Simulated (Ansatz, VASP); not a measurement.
## Two plane-wave programs on Bi2Se3

Contents of INCAR:

```
PREC = Accurate
ENCUT = 520
EDIFF = 1E-7
ISMEAR = -1
SIGMA = 0.02
LREAL = F
LASPH = T
NELM = 60
ALGO = Normal
ISIF = 2
LWAVE = F
LCHARG = T
GGA = PE
LELF = T
LVHAR = T
NBANDS = 32
```

File KPOINTS:

```
Automatic mesh
0
Gamma
  8 8 8
```

Contents of POSCAR:

```
Bi2Se3
1.0
    1.9883362263      1.1479664555     10.1658081165
   -1.9883362263      1.1479664555     10.1658081165
    0.0000000000     -2.2959329110     10.1658081165
Bi Se
2 3
Direct
    0.3988557224      0.3988557224      0.3988557224
    0.6011442776      0.6011442776      0.6011442776
    0.2141066929      0.2141066929      0.2141066929
    0.7858933071      0.7858933071      0.7858933071
    0.0000000000      0.0000000000      0.0000000000
```

Input for Ansatz:

```yaml
crystal:
  lattice:
    - [1.9883362263, 1.1479664555, 10.1658081165]
    - [-1.9883362263, 1.1479664555, 10.1658081165]
    - [0.0, -2.295932911, 10.1658081165]
  atoms:
    - { symbol: Bi, position: [0.3988557224, 0.3988557224, 0.3988557224] }
    - { symbol: Bi, position: [0.6011442776, 0.6011442776, 0.6011442776] }
    - { symbol: Se, position: [0.2141066929, 0.2141066929, 0.2141066929] }
    - { symbol: Se, position: [0.7858933071, 0.7858933071, 0.7858933071] }
    - { symbol: Se, position: [0.0, 0.0, 0.0] }
kpoints:
  mp_grid: { grid: [8, 8, 8] }
  band_path:
    path:
      - [0.0, 0.0, 0.0]
      - [0.5, 0.5, 0.5]
      - [0.8233141803, 0.1766858197, 0.5]
      - [0.5, -0.1766858197, 0.1766858197]
      - [0.5, 0.0, 0.0]
      - [0.3383429098, -0.3383429098, 0.0]
      - [0.6616570902, 0.0, 0.3383429098]
      - [0.5, 0.0, 0.5]
    npoints: 1
hamiltonian:
  xc: pbe
scf:
  occupations: { method: fermi_dirac, width: 0.02 }
  n_extra_bands: 5
output:
  forces: true
  stress: true
  eigenvalues: true
```

Change from the starting cell: epitaxial_xy strain -4.0%.

Alike in both runs: task single point; functional PBE; k mesh 8 × 8 × 8; occupations fermi-dirac, width 0.02 eV; no spin polarisation.

|  | VASP | Ansatz |
| --- | --- | --- |
| version | VASP 6.6.1 | Ansatz 0.2.0 |
| potentials or method | VASP PAW PBE potentials, release 64 (Bi_d, Se) | plane waves, PAW |
| plane-wave cutoff (eV) | 520 | 420 |
| valence electrons in the cell | 48 | 78 |

|  | VASP | Ansatz | Ansatz less VASP |
| --- | --- | --- | --- |
| pressure (GPa) | 4.9 | 4.9 | -0.03 |
| traceless stress, the component that is largest in VASP (GPa) | -2.48 | -2.49 | -0.009 |
| rms of the force components (eV/Å) | 0.088 | 0.081 | -0.0070 |

Atom by atom the forces differ by 0.007 eV/Å (rms over components). The functional is the same, so the differences come from potentials, cutoffs and numerics. VASP's potentials hold 48 valence electrons a cell and Ansatz's 78, so a difference there can come from the potentials and not from the codes.

Spin-orbit coupling is off throughout.
